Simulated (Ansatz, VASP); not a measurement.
# V in VASP and in Ansatz

```
V
1.0
     0.00000    2.15131    4.39520
     1.41591    0.00000    4.39520
     1.41591    2.15131    0.00000
V
2
Direct
  0.13556 0.13556 0.86444
  0.86444 0.86444 0.13556
```

Alike in both runs: functional PBEsol; k mesh 24 × 24 × 24; occupations gaussian, width 0.1 eV; no spin polarisation.

Ansatz relaxed the structure, and its values are those at the end. VASP's run is a single point on that final structure, the one shown.

```csv
,VASP,Ansatz
version,VASP 6.6.1,Ansatz 0.2.0
potentials or method,"VASP PAW PBE potentials, release 64 (V_sv), cutoff 520 eV","scalar-relativistic, plane waves, PAW"
valence electrons in the cell,26,26
```

Ansatz gave:

```
gap on the k mesh at the Fermi level (eV) : none
pressure (GPa)                            : 0.0
```

Problem. Which values does VASP return?

Solution. gap on the k mesh at the Fermi level (eV): none; pressure (GPa): 0.3.

VASP's potentials were made for PBE, not for PBEsol. A gap of «none» marks a metal or a gap that the smearing closes.
